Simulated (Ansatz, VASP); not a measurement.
**Two plane-wave programs on Sr3BiAs**

The input INCAR:

```
PREC = Accurate
ENCUT = 520
EDIFF = 1E-6
ISMEAR = 1
SIGMA = 0.1
LREAL = F
LASPH = T
NELM = 100
ALGO = Normal
ISIF = 2
LWAVE = F
LCHARG = T
LELF = T
LVHAR = T
NBANDS = 33
```

File KPOINTS:

```
Automatic mesh
0
Gamma
  3 3 3
```

POSCAR

```
Sr3BiAs
1.0
    5.8800000000      0.0000000000      0.0000000000
    0.0000000000      5.8800000000      0.0000000000
    0.0000000000      0.0000000000      5.8800000000
Sr Bi As
3 1 1
Direct
    0.0000000000      0.5000000000      0.5000000000
    0.5000000000      0.0000000000      0.5000000000
    0.5000000000      0.5000000000      0.0000000000
    0.0000000000      0.0000000000      0.0000000000
    0.5000000000      0.5000000000      0.5000000000
```

Input for Ansatz:

```yaml
crystal:
  lattice:
    - [5.88, 0.0, 0.0]
    - [0.0, 5.88, 0.0]
    - [0.0, 0.0, 5.88]
  atoms:
    - { symbol: Sr, position: [0.0, 0.5, 0.5] }
    - { symbol: Sr, position: [0.5, 0.0, 0.5] }
    - { symbol: Sr, position: [0.5, 0.5, 0.0] }
    - { symbol: Bi, position: [0.0, 0.0, 0.0] }
    - { symbol: As, position: [0.5, 0.5, 0.5] }
basis:
  ecutwfc: 420.0
kpoints:
  mp_grid:
    grid: [3, 3, 3]
hamiltonian:
  xc: lda
scf:
  occupations:
    method: cold
    width: 0.1
output:
  stress: true
```

Alike in both runs: task single point; functional LDA; k mesh 3 × 3 × 3; no spin polarisation.

|  | VASP | Ansatz |
| --- | --- | --- |
| version | VASP 6.6.1 | Ansatz 0.2.0 |
| potentials or method | VASP PAW LDA potentials, release 64 (Sr_sv, Bi_d, As), cutoff 520 eV | plane waves, PAW |
| occupations | methfessel-paxton of order 1, width 0.1 eV | cold, width 0.1 eV |
| valence electrons in the cell | 50 | 60 |

|  | VASP | Ansatz | Ansatz less VASP |
| --- | --- | --- | --- |
| pressure (GPa) | -2.2 | -2.3 | -0.12 |

LDA's correlation is that of Perdew and Zunger in VASP and of Perdew and Wang (1992) in Ansatz. VASP's potentials hold 50 valence electrons a cell and Ansatz's 60, so a difference there can come from the potentials and not from the codes.

Spin-orbit coupling is off throughout.
